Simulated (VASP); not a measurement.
## ZnS: single point with PBE

The system is ZnS.

```
Zn S
1.0
     3.84672    0.00000    0.00000
    -1.92336    3.33136    0.00000
     0.00000    0.00000   12.59023
Zn S
4 4
Direct
  0.00000 0.00000 0.02388
  0.00000 0.00000 0.52388
  0.33333 0.66667 0.22624
  0.66667 0.33333 0.72624
  0.00000 0.00000 0.19282
  0.00000 0.00000 0.69282
  0.33333 0.66667 0.43200
  0.66667 0.33333 0.93200
```

This cell differs from its parent crystal: atoms displaced along a vibrational mode.

```yaml
Program: VASP 6.6.1
Task: single point
Functional: PBE
Potentials_or_basis: VASP PAW PBE potentials, release 64 (Zn, S)
Cutoff: 520 eV
k_mesh: 12 × 12 × 2
Occupations: gaussian, width 0.05 eV
Spin: no spin polarisation
Dipole_correction: no
Further_INCAR_settings: ALGO = Normal; EDIFF = 1e-07; NBANDS = 46
```

```yaml
Pressure: 1.9 GPa
Largest_force: 3.584 eV/Å
Band_gap_on_the_k_mesh: 0.99 eV
```

Forces on the atoms (eV/Å):
```
Zn   0.000  0.000 -3.584
Zn   0.000  0.000 -3.584
Zn   0.000  0.000  1.741
Zn   0.000  0.000  1.741
S    0.000  0.000  0.961
S    0.000  0.000  0.961
S    0.000  0.000  0.883
S    0.000  0.000  0.883
```

Stress tensor (GPa, compression positive):
```
1.41 0.00 0.00
0.00 1.41 0.00
0.00 0.00 2.92
```

Levels at points of the mesh, in eV from the valence-band top:
```
           k point  band 32  band 33  band 34  band 35  band 36  band 37  band 38  band 39  band 40  band 41
(0.00, 0.00, 0.00)    -0.75    -0.13    -0.13     0.00     0.00     0.99     1.73     2.79     3.70     5.08
(0.50, 0.00, 0.00)    -2.49    -2.33    -1.26    -1.00    -0.77     2.27     2.34     2.57     3.71     4.48
(0.00, 0.00, 0.50)    -1.73    -0.07    -0.07    -0.07    -0.07     1.50     1.50     3.18     3.18     5.21
(0.50, 0.00, 0.50)    -2.85    -1.85    -1.85    -0.88    -0.88     2.43     2.43     3.34     3.34     4.02
```

Wall time 12 min on 1 thread of Intel Xeon 8259CL (shared host), peak memory 0.4 GiB.

Caveat: the cell differs from its parent crystal (atoms displaced along a vibrational mode); forces of over 1 eV/Å act on the atoms, so gaps and moduli don't describe the material at rest. A k mesh can miss the band edges.
